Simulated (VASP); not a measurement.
Here is a VASP 6.6.1 calculation.

File INCAR:

```
ALGO = Normal
EDIFF = 1E-6
ENCUT = 600
GGA = PS
GGA_COMPAT = F
ISIF = 2
ISMEAR = 0
IVDW = 12
LASPH = T
LCHARG = F
LREAL = F
LWAVE = F
NBANDS = 11
NELM = 120
PREC = Accurate
SIGMA = 0.1
```

File KPOINTS:

```
k-points
0
Gamma
  5 5 2
```

The input POSCAR:

```
C
1.0
    2.4561700000      0.0000000000      0.0000000000
   -1.2280900000      2.1271100000      0.0000000000
    0.0000000000      0.0000000000      8.5238000000
C
2
Direct
    0.3333333333      0.6666666667      0.0000000000
    0.6666666667      0.3333333333      0.0000000000
```

Potentials or basis: VASP PAW PBE potentials, release 64 (C).

Run with:

```sh
$ cat potpaw_PBE.64/C/POTCAR > POTCAR
$ mpirun -np 1 vasp_std > vasp.out
```

Question: What does it give for the band gap on the k mesh?

Answer: 2.82 eV, direct.

Question: What does it give for the dispersion energy per atom?

Answer: -0.051 eV.

Caveat: the k points lie up to 0.59 Å⁻¹ apart; three body term missing.
